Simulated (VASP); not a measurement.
A run of VASP 6.6.1:

The input INCAR:

```
ALGO = Normal
EDIFF = 1E-6
ENCUT = 520
ISIF = 2
ISMEAR = -1
LASPH = True
LCHARG = False
LREAL = False
LWAVE = False
NBANDS = 25
NELM = 100
PREC = Accurate
SIGMA = 0.1
```

KPOINTS

```
k-points
0
Gamma
  10 10 6
```

The input POSCAR:

```
CuO
1.0
    2.3021499576     -1.6822893108      0.0000000000
    2.3021499576      1.6822893108      0.0000000000
   -0.8356169789      0.0000000000      4.9721258424
Cu O
2 2
Direct
    0.0000000000      0.5000000000      0.0000000000
    0.5000000000      0.0000000000      0.5000000000
    0.5816000000      0.4184000000      0.2500000000
    0.4184000000      0.5816000000      0.7500000000
```

Potentials or basis: VASP PAW LDA potentials, release 64 (Cu, O).

Command:

```console
$ cat potpaw_LDA.64/Cu/POTCAR potpaw_LDA.64/O/POTCAR > POTCAR
$ mpirun -np 1 vasp_std > vasp.out
```

Hardware: 1 thread of Intel Xeon 8259CL, on a shared host.

Q: How long does it take, and how much memory?

A: Wall time 3.1 min on 1 thread of Intel Xeon 8259CL, with other jobs on the host, peak memory 0.24 GiB. Counts: scf iterations 15, k points 172.
